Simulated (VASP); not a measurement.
# InP (F-43m) in VASP: notebook

The runs below take InP through single point, relaxation of cell and atoms, with PBEsol.

Program: VASP 6.6.1. These are calculated values, not measurements. Logs are shortened: lines on timing, memory, paths and dates and some standing lists are left out, and cuts for length are marked.

### Step 1. The cell of the first run

It takes space group F-43m (No. 216, cubic). The conventional cell has a = 5.754 Å, b = 5.754 Å, c = 5.754 Å, α = 90.00°, β = 90.00°, γ = 90.00°. In (site symmetry -43m) has 4 P at 2.49 Å within 3.3 Å. P (site symmetry -43m) has 4 In at 2.49 Å within 3.3 Å.

### Step 2. Single point, PBEsol

Contents of INCAR:

```
SYSTEM = InP
PREC = Accurate
ENCUT = 520
EDIFF = 1E-6
ISMEAR = 0
SIGMA = 0.01
LREAL = .FALSE.
LASPH = .TRUE.
NELM = 80
ALGO = Normal
ISIF = 2
LWAVE = .FALSE.
LCHARG = .FALSE.
GGA = PS
NBANDS = 16
```

Contents of KPOINTS:

```
Automatic mesh
0
G
  10 10 10
  0 0 0
```

Contents of POSCAR:

```
InP
1.0
    0.0000000000      2.8768100632      2.8768100632
    2.8768100632      0.0000000000      2.8768100632
    2.8768100632      2.8768100632      0.0000000000
In P
1 1
Direct
    0.0000000000      0.0000000000      0.0000000000
    0.7500000000      0.7500000000      0.7500000000
```

Potentials or basis: VASP PAW PBE potentials, release 64 (In_d, P).

On the command line:

```console
cat potpaw_PBE.64/In_d/POTCAR potpaw_PBE.64/P/POTCAR > POTCAR
mpirun -np 1 vasp_std > vasp.out
```

OUTCAR:

```text
SYSTEM = InP
   PREC = Accurate
   ENCUT = 520
   EDIFF = 1E-6
   ISMEAR = 0
   LREAL = .FALSE.
   LASPH = .TRUE.
   NELM = 80
   ISIF = 2
   GGA = PS

 ion  position               nearest neighbor table
   1  0.000  0.000  0.000-   2 2.49   2 2.49   2 2.49   2 2.49
   2  0.750  0.750  0.750-   1 2.49   1 2.49   1 2.49   1 2.49

  LATTYP: Found a face centered cubic cell.
 ALAT       =     5.7536201264

  Lattice vectors:

 A1 = (   0.0000000000,   2.8768100632,   2.8768100632)
 A2 = (   2.8768100632,   0.0000000000,   2.8768100632)
 A3 = (   2.8768100632,   2.8768100632,   0.0000000000)

Analysis of symmetry for initial positions (statically):
=====================================================================
 Subroutine PRICEL returns:
 Original cell was already a primitive cell.

 Routine SETGRP: Setting up the symmetry group for a
 face centered cubic supercell.

 Subroutine GETGRP returns: Found 24 space group operations
 (whereof 24 operations were pure point group operations)
 out of a pool of 48 trial point group operations.

The static configuration has the point symmetry T_d .

Analysis of symmetry for dynamics (positions and initial velocities):
=====================================================================
 Subroutine PRICEL returns:
 Original cell was already a primitive cell.

 Routine SETGRP: Setting up the symmetry group for a
 face centered cubic supercell.

 Subroutine GETGRP returns: Found 24 space group operations
 (whereof 24 operations were pure point group operations)
 out of a pool of 48 trial point group operations.

The dynamic configuration has the point symmetry T_d .

 Subroutine INISYM returns: Found 24 space group operations
 (whereof 24 operations are pure point group operations),
 and found     1 'primitive' translations

----------------------------------------------------------------------------------------

                                     Primitive cell

  volume of cell :      47.6172

  direct lattice vectors                    reciprocal lattice vectors
     0.000000000  2.876810063  2.876810063    -0.173803619  0.173803619  0.173803619
     2.876810063  0.000000000  2.876810063     0.173803619 -0.173803619  0.173803619
     2.876810063  2.876810063  0.000000000     0.173803619  0.173803619 -0.173803619

  length of vectors
     4.068423808  4.068423808  4.068423808     0.301036699  0.301036699  0.301036699

  position of ions in fractional coordinates (direct lattice)
     0.000000000  0.000000000  0.000000000
     0.750000000  0.750000000  0.750000000

  ion indices of the primitive-cell ions
   primitive index   ion index
                 1           1
                 2           2

----------------------------------------------------------------------------------------

 KPOINTS: Automatic mesh

Automatic generation of k-mesh.
 Grid dimensions read from file:
 generate k-points for:   10   10   10

 Generating k-lattice:

  Cartesian coordinates                     Fractional coordinates (reciprocal lattice)
    -0.017380362  0.017380362  0.017380362     0.100000000  0.000000000  0.000000000
     0.017380362 -0.017380362  0.017380362     0.000000000  0.100000000  0.000000000
     0.017380362  0.017380362 -0.017380362     0.000000000  0.000000000  0.100000000

  Length of vectors
     0.030103670  0.030103670  0.030103670

  Shift w.r.t. Gamma in fractional coordinates (k-lattice)
     0.000000000  0.000000000  0.000000000

 Subroutine IBZKPT returns following result:
 ===========================================

 Found     47 irreducible k-points:

 Following reciprocal coordinates:
            Coordinates               Weight
  0.000000  0.000000  0.000000      1.000000
  0.100000  0.000000  0.000000      8.000000
  0.200000  0.000000  0.000000      8.000000
  0.300000  0.000000  0.000000      8.000000
  0.400000  0.000000  0.000000      8.000000
  0.500000  0.000000  0.000000      4.000000
[... 16 lines left out ...]
  0.300000  0.300000  0.000000      6.000000
  0.400000  0.300000  0.000000     24.000000
 [... further k-points ...]
   k-points           NKPTS =     47   k-points in BZ     NKDIM =     47   number of bands    NBANDS=     16
   number of dos      NEDOS =    301   number of ions     NIONS =      2
   total plane-waves  NPLWV =  27000
   dimension x,y,z NGX =    30 NGY =   30 NGZ =   30
   dimension x,y,z NGXF=    60 NGYF=   60 NGZF=   60
   ions per type =               1   1
   NGX,Y,Z   is equivalent  to a cutoff of  12.26, 12.26, 12.26 a.u.
   NGXF,Y,Z  is equivalent  to a cutoff of  24.52, 24.52, 24.52 a.u.
 SYSTEM =  InP
   PREC   = accura    normal or accurate (medium, high low for compatibility)
   ISTART =      0    job   : 0-new  1-cont  2-samecut
   ICHARG =      2    charge: 1-file 2-atom 10-const
   ISPIN  =      1    spin polarized calculation?
   LNONCOLLINEAR =      F non collinear calculations
   LSORBIT =      F    spin-orbit coupling
   LASPH  =      T    aspherical Exc in radial PAW
   ENCUT  =  520.0 eV  38.22 Ry    6.18 a.u.   7.56  7.56  7.56*2*pi/ulx,y,z
   NELM   =     80;   NELMIN=  2; NELMDL= -5     # of ELM steps
   EDIFF  = 0.1E-05   stopping-criterion for ELM
   LREAL  =      F    real-space projection
   EDIFFG = 0.1E-04   stopping-criterion for IOM
   NSW    =      0    number of steps for IOM
   IBRION =     -1    ionic relax: 0-MD 1-quasi-New 2-CG
   NFREE  =      0    steps in history (QN), initial steepest desc. (CG)
   ISIF   =      2    stress and relaxation
   ISYM   =      2    0-nonsym 1-usesym 2-fastsym
   POTIM  = 0.5000    time-step for ionic-motion
   TEBEG  =    0.0;   TEEND  =   0.0 temperature during run
   PSTRESS=    0.0 pullay stress
   NELECT =      18.0000    total number of electrons
   NUPDOWN=      -1.0000    fix difference up-down
   EMIN   =  10.00;   EMAX   =-10.00  energy-range for DOS
   EFERMI =   0.00;   METHOD = LEGACY
   ISMEAR =     0;   SIGMA  =   0.01  broadening in eV -4-tet -1-fermi 0-gaus
   EFERMI_NEDOS =   21; number of points for ismear=-14 and -15
   IALGO  =     38    algorithm
   IMIX   =      4    mixing-type and parameters
     AMIX     =   0.40;   BMIX     =  1.00
     AMIX_MAG =   1.60;   BMIX_MAG =  1.00
  volume/ion in A,a.u.               =      23.81       160.67
  Fermi-wavevector in a.u.,A,eV,Ry     =   1.183708  2.236883 19.063993  1.401164
  Thomas-Fermi vector in A             =   2.319937
   LORBIT       =      0    0 simple, 1 ext, 2 COOP (PROOUT), +10 PAW based schemes
   GGA     = PS    functional components
   LHFCALC =     F    Hartree Fock is set to
   AEXX    =    0.0000 exact exchange contribution
   IVDW    =     0    specifies the selected vdW correction
   LEPSILON=     F    determine dielectric tensor
   LRPA    =     F    only Hartree local field effects (RPA)
 non-spin polarized calculation
 Gauss-broadening in eV      SIGMA  =   0.01
  energy-cutoff  :      520.00
  volume of cell :       47.62
 maximum number of plane-waves:      1307
   NGX = 15   NGY = 15   NGZ = 15

 number of electron      18.0000002 magnetization

 Free energy of the ion-electron system (eV)
  ---------------------------------------------------
  ext. energy  EPLUGINS =         0.00000000
  ---------------------------------------------------
  free energy    TOTEN  =        -9.10968699 eV

  energy without entropy =       -9.10968699  energy(sigma->0) =       -9.10968699

 E-fermi :   5.8119     XC(G=0):  -9.7260

 val. band max:        5.7202903419   @ k =   0.0000   0.0000   0.0000
 cond. band min:       6.6311309285   @ k =   0.0000   0.0000   0.0000
 fundamental gap:      0.9108405866
 Fermi energy:         5.8119398112

 k-point     1 :       0.0000    0.0000    0.0000
  band No.  band energies     occupation
      1      -8.5583      2.00000
      2      -8.5583      2.00000
      3      -8.5583      2.00000
      4      -8.3735      2.00000
      5      -8.3735      2.00000
      6      -6.2272      2.00000
[... 8 lines left out ...]
     15      15.2389      0.00000
     16      15.2389      0.00000

 k-point     2 :       0.1000    0.0000    0.0000
  band No.  band energies     occupation
      1      -8.5749      2.00000
      2      -8.5523      2.00000
      3      -8.5523      2.00000
      4      -8.3735      2.00000
      5      -8.3735      2.00000
      6      -6.1002      2.00000
[... 8 lines left out ...]
     15      14.6908      0.00000
     16      14.9297      0.00000

 k-point     3 :       0.2000    0.0000    0.0000
  band No.  band energies     occupation
      1      -8.6157      2.00000
      2      -8.5378      2.00000
      3      -8.5378      2.00000
      4      -8.3724      2.00000
      5      -8.3724      2.00000
      6      -5.7352      2.00000
[... 8 lines left out ...]
     15      14.2406      0.00000
     16      15.0429      0.00000

 k-point     4 :       0.3000    0.0000    0.0000
  band No.  band energies     occupation
      1      -8.6621      2.00000
      2      -8.5229      2.00000
      3      -8.5229      2.00000
      4      -8.3675      2.00000
      5      -8.3675      2.00000
      6      -5.1855      2.00000
[... 8 lines left out ...]
     15      14.5591      0.00000
     16      14.5921      0.00000
[... 324 lines left out ...]
 k-point    22 :      -0.2000    0.2000    0.0000
  band No.  band energies     occupation
      1      -8.6740      2.00000
      2      -8.5126      2.00000
      3      -8.5113      2.00000
      4      -8.3799      2.00000
      5      -8.3638      2.00000
      6      -5.0017      2.00000
[... 8 lines left out ...]
     15      16.1419      0.00000
     16      17.2277      0.00000

 k-point    23 :       0.3000    0.3000    0.0000
  band No.  band energies     occupation
      1      -8.7192      2.00000
      2      -8.4758      2.00000
      3      -8.4758      2.00000
      4      -8.4149      2.00000
      5      -8.3451      2.00000
      6      -4.8471      2.00000
[... 8 lines left out ...]
     15      15.9578      0.00000
     16      18.8726      0.00000

 k-point    24 :       0.4000    0.3000    0.0000
  band No.  band energies     occupation
      1      -8.7426      2.00000
      2      -8.4648      2.00000
      3      -8.4604      2.00000
      4      -8.4194      2.00000
      5      -8.3407      2.00000
      6      -4.3757      2.00000
[... 8 lines left out ...]
     15      16.4037      0.00000
     16      18.7101      0.00000

 [... further k-points ...]
[... 5 lines left out ...]
  --------------------------------------------------------------------------------------
  -------------------------------------------------------------------------------------
  Total        1.4721461      1.4721461      1.4721461      0.0000000      0.0000000     -0.0000000
  in kB       49.5333774     49.5333774     49.5333774      0.0000000      0.0000000     -0.0000000
  external PRESSURE =      49.5333774 kB  Pullay stress =       0.0000000 kB

 VOLUME and BASIS-vectors are now :
 -----------------------------------------------------------------------------
  energy-cutoff  :      520.00
  volume of cell :       47.62
      direct lattice vectors                 reciprocal lattice vectors
     0.000000000  2.876810063  2.876810063    -0.173803619  0.173803619  0.173803619
     2.876810063  0.000000000  2.876810063     0.173803619 -0.173803619  0.173803619
     2.876810063  2.876810063  0.000000000     0.173803619  0.173803619 -0.173803619

 POSITION                                       TOTAL-FORCE (eV/Angst)
 -----------------------------------------------------------------------------------
      0.00000      0.00000      0.00000        -0.000000     -0.000000     -0.000000
      4.31522      4.31522      4.31522         0.000000      0.000000      0.000000
 -----------------------------------------------------------------------------------
    total drift:                                0.000000      0.000000      0.000000

  FREE ENERGIE OF THE ION-ELECTRON SYSTEM (eV)
  ---------------------------------------------------
  free  energy   TOTEN  =        -9.1096869942 eV

  energy  without entropy=       -9.1096869942  energy(sigma->0) =       -9.10968699
```

It took 40 s on 1 thread of Intel Xeon 8259CL, shared host; peak memory 0.19 GiB.

What came out:

| Property | Result |
| --- | --- |
| Free energy | -9.1097 eV |
| Pressure | 5.0 GPa |
| Band gap on the k mesh | 0.91 eV |

Caveat: the cell stands under pressure; the PAW data sets were made with another functional, which shifts forces and pressure a little; spin-orbit coupling is left out, which moves the levels of the heavy elements.

### Step 3. Relaxation of cell and atoms, PBEsol, target pressure 5 GPa, at which the enthalpy is minimised

This run uses another cell than the first one, of 25.39 Å³/atom.

Contents of INCAR:

```
PREC = Accurate ; ENCUT = 600
EDIFF = 1E-6 ; ISMEAR = 0
SIGMA = 0.01 ; LREAL = False
LASPH = True ; NELM = 60
ALGO = Normal ; ISIF = 3
LWAVE = False ; LCHARG = False
GGA = PS ; IBRION = 2
NSW = 80 ; EDIFFG = -0.001
PSTRESS = 50.0
```

Contents of KPOINTS:

```
regular mesh
0
Gamma
  10 10 10
```

Contents of POSCAR:

```
InP
1.0
    0.0000000000      2.9390910331      2.9390910331
    2.9390910331      0.0000000000      2.9390910331
    2.9390910331      2.9390910331      0.0000000000
In P
1 1
Direct
    0.0000000000      0.0000000000      0.0000000000
    0.7500000000      0.7500000000      0.7500000000
```

Potentials or basis: VASP PAW PBE potentials, release 64 (In_d, P).

On the command line:

```console
cat potpaw_PBE.64/In_d/POTCAR potpaw_PBE.64/P/POTCAR > POTCAR
mpirun -np 1 vasp_std > vasp.out
```

Run time: 4 min. Hardware: 1 thread of Intel Xeon 8259CL, shared host; peak memory 0.23 GiB.

The run converged. Its results:

- Free energy: -9.1105 eV
- Relaxed volume: 23.81 Å³/atom
- Relaxed cell: a = 4.069 Å, b = 4.069 Å, c = 4.069 Å, α = 60.00°, β = 60.00°, γ = 60.00°
- Space group after relaxing (to 0.1 Å): F-43m (No. 216)
- Energy change on relaxing (the run minimises the enthalpy): +23.3 meV/atom
- Ionic steps: 8
- Pressure after relaxing: 5.0 GPa
- Band gap on the k mesh: 0.91 eV

The path:
```csv
step,energy change (eV),largest force (eV/Å),pressure (GPa),volume (Å³)
1,0.0000,0.0000,0.02,50.78
2,0.1595,0.0000,10.19,45.20
3,0.0461,0.0000,4.97,47.64
4,0.0480,0.0000,5.10,47.58
5,0.0451,0.0000,4.91,47.67
6,0.0468,0.0000,5.02,47.62
7,0.0464,0.0000,4.99,47.63
8,0.0465,0.0000,5.00,47.62
```

Final structure:
```
In P
1.0
     0.00000    2.87696    2.87696
     2.87696    0.00000    2.87696
     2.87696    2.87696    0.00000
In P
1 1
Cartesian
  2.8770 2.8770 0.0000
  4.3154 4.3154 4.3154
```

Levels at points of the mesh, in eV from the valence-band top:
```csv
k point,band 7,band 8,band 9,band 10,band 11,band 12
"(0.00, 0.00, 0.00)",0.00,0.00,0.00,0.91,4.01,4.01
"(0.50, 0.00, 0.00)",-6.11,-1.07,-1.07,1.53,4.73,4.73
"(0.50, 0.50, 0.00)",-6.07,-2.55,-2.55,1.53,2.15,9.45
```

Caveat: the cell is relaxed towards a set pressure, so the run minimises the enthalpy, not the energy; the PAW data sets were made with another functional, which shifts forces and pressure a little; spin-orbit coupling is left out, which moves the levels of the heavy elements.
